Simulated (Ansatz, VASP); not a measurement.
Two plane-wave programs on SrCl2

```
CELL_PARAMETERS angstrom
0.00000 3.49816 3.33375
3.49816 0.00000 3.33375
3.49816 3.49816 0.00000
ATOMIC_POSITIONS crystal
Sr 0.00000 0.00000 0.00000
Cl 0.25000 0.25000 0.25000
Cl 0.75000 0.75000 0.75000
```

Alike in both runs: task single point; functional PBE; k mesh 6 × 6 × 6; occupations gaussian, width 0.05 eV; no spin polarisation.

|  | VASP | Ansatz |
| --- | --- | --- |
| version | VASP 6.6.1 | Ansatz 0.2.0 |
| potentials or method | VASP PAW PBE potentials, release 64 (Sr_sv, Cl), cutoff 520 eV | scalar-relativistic, plane waves, PAW |
| valence electrons in the cell | 24 | 24 |

|  | VASP | Ansatz | Ansatz less VASP |
| --- | --- | --- | --- |
| gap on the k mesh at the Fermi level (eV) | 5.19 | 5.20 | +0.005 |
| least direct gap on the mesh (eV) | 5.26 | 5.26 | +0.002 |
| pressure (GPa) | 2.8 | 2.7 | -0.11 |
| traceless stress, the component that is largest in VASP (GPa) | 1.80 | 1.82 | +0.012 |
